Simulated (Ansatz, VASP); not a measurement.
# ZnS: VASP beside Ansatz

The input INCAR:

```
SYSTEM = ZnS
ALGO = Normal
EDIFF = 1E-7
ENCUT = 520
GGA = PS
ISIF = 2
ISMEAR = 0
LASPH = .TRUE.
LCHARG = .FALSE.
LREAL = .FALSE.
LWAVE = .FALSE.
NBANDS = 16
NELM = 80
PREC = Accurate
SIGMA = 0.01
```

Contents of KPOINTS:

```
k-points
0
G
  8 8 8
  0 0 0
```

Contents of POSCAR:

```
ZnS
1.0
    0.0000000000      2.6911584929      2.6911584929
    2.6911584929      0.0000000000      2.6911584929
    2.6911584929      2.6911584929      0.0000000000
Zn S
1 1
Direct
    0.7500000000      0.7500000000      0.7500000000
    0.0000000000      0.0000000000      0.0000000000
```

Input for Ansatz:

```yaml
crystal:
  lattice:
    - [0.0, 2.69115849288, 2.69115849288]
    - [2.69115849288, 0.0, 2.69115849288]
    - [2.69115849288, 2.69115849288, 0.0]
  atoms:
    - { symbol: Zn, position: [0.75, 0.75, 0.75] }
    - { symbol: S, position: [0.0, 0.0, 0.0] }
kpoints:
  mp_grid: { grid: [8, 8, 8] }
scf:
  occupations: { method: fixed }
  convergence: { dr2_threshold: 1.0e-10 }
hamiltonian:
  xc: pbesol
  pseudopotentials: { kind: all_electron, lapw: { basis_error: 0.0005 } }
output:
  forces: true
  stress: true
  eigenstates:
    kpoints:
      - [0.0, 0.0, 0.0]
      - [0.5, 0.5, 0.0]
      - [0.5, 0.0, 0.5]
      - [0.0, 0.5, 0.5]
      - [0.0, 0.5, 0.0]
      - [0.5, 0.0, 0.0]
      - [0.0, 0.0, 0.5]
      - [0.5, 0.5, 0.5]
  eigenvalues: true
```

Alike in both runs: task single point; functional PBEsol; k mesh 8 × 8 × 8; no spin polarisation.

```csv
,VASP,Ansatz
version,VASP 6.6.1,Ansatz 0.2.0
potentials or method,"VASP PAW PBE potentials, release 64 (Zn, S), cutoff 520 eV","all-electron LAPW, scalar-relativistic"
occupations,"gaussian, width 0.01 eV",fixed
```

Ansatz gave:

* gap on the k mesh at the Fermi level (eV): 2.03
* pressure (GPa): -1.1

Q: What did VASP give for the same quantities?

A: gap on the k mesh at the Fermi level (eV): 2.03; pressure (GPa): -0.9.

VASP's potentials were made for PBE, not for PBEsol. Ansatz ran all-electron here, and VASP with PAW potentials.
